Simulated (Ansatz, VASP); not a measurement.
# CaO: VASP beside Ansatz

```
CELL_PARAMETERS angstrom
0.00000 2.39755 2.49609
2.39755 0.00000 2.49609
2.39755 2.39755 0.00000
ATOMIC_POSITIONS crystal
Ca 0.00000 0.00000 0.00000
O 0.50000 0.50000 0.50000
```

Change from the starting cell: uniaxial_z strain +4.1%.

Alike in both runs: task single point; functional r2SCAN; k mesh 10 × 10 × 10; no spin polarisation.

|  | VASP | Ansatz |
| --- | --- | --- |
| version | VASP 6.6.1 | Ansatz 0.2.0 |
| potentials or method | VASP PAW PBE potentials, release 64 (Ca_sv, O) | plane waves, PAW |
| plane-wave cutoff (eV) | 520 | 500 |
| occupations | gaussian, width 0.01 eV | fixed |
| valence electrons in the cell | 16 | 16 |

VASP gave:

```
gap on the k mesh at the Fermi level (eV)                     : 4.13
pressure (GPa)                                                : -3.0
traceless stress, the component that is largest in VASP (GPa) : -3.69
```

Task: What did Ansatz give for the same quantities?

Result: gap on the k mesh at the Fermi level (eV): 4.14; pressure (GPa): -4.0; traceless stress, the component that is largest in VASP (GPa): -3.41.

VASP's potentials were made for PBE, not for r2SCAN.
